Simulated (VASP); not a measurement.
Wanted: the native input for a VASP 6.6.1 run.

| Property | Result |
| --- | --- |
| Task | single point |
| Functional | LDA |
| Potentials or basis | VASP PAW LDA potentials, release 64 (Si, O_h) |
| Cutoff | 1340 eV |
| k mesh | 6 × 6 × 8 |
| Occupations | gaussian, width 0.05 eV |
| Spin | no spin polarisation |
| Dipole correction | no |
| Further INCAR settings | ALGO = Normal; EDIFF = 1e-06; NBANDS = 25 |

The structure of SiO2 lies in POSCAR:

```
SiO2
1.0
    4.0305000000      0.0000000000      0.0000000000
    0.0000000000      4.0305000000      0.0000000000
    0.0000000000      0.0000000000      2.7891000000
Si O
2 4
Direct
    0.5000000000      0.5000000000      0.5000000000
    0.0000000000      0.0000000000      0.0000000000
    0.6944252994      0.6944252994      0.0000000000
    0.1944252994      0.8055747006      0.5000000000
    0.3055747006      0.3055747006      0.0000000000
    0.8055747006      0.1944252994      0.5000000000
```

One way to write it, as run:

INCAR

```
PREC = Accurate
ENCUT = 1340
EDIFF = 1E-6
ISMEAR = 0
SIGMA = 0.05
LREAL = F
LASPH = T
NELM = 120
ALGO = Normal
ISIF = 2
LWAVE = F
LCHARG = F
GGA = CA
NBANDS = 25
GGA_COMPAT = F
```

KPOINTS

```
Automatic mesh
0
Gamma
  6 6 8
```

Potentials or basis: VASP PAW LDA potentials, release 64 (Si, O_h).

Command:

```bash
$ cat potpaw_LDA.64/Si/POTCAR potpaw_LDA.64/O_h/POTCAR > POTCAR
$ mpirun -np 1 vasp_std > vasp.out
```

Results of the run:

```
Pressure               : 3.3 GPa
Largest force          : 0.434 eV/Å
Band gap on the k mesh : 5.48 eV
```

Caveat: the stress differs along the axes, from -19 to 15 GPa.

Run time: 110 s on 1 thread of Intel(R) Xeon(R) Platinum 8488C (Sapphire Rapids) (shared host), peak memory 0.34 GiB.
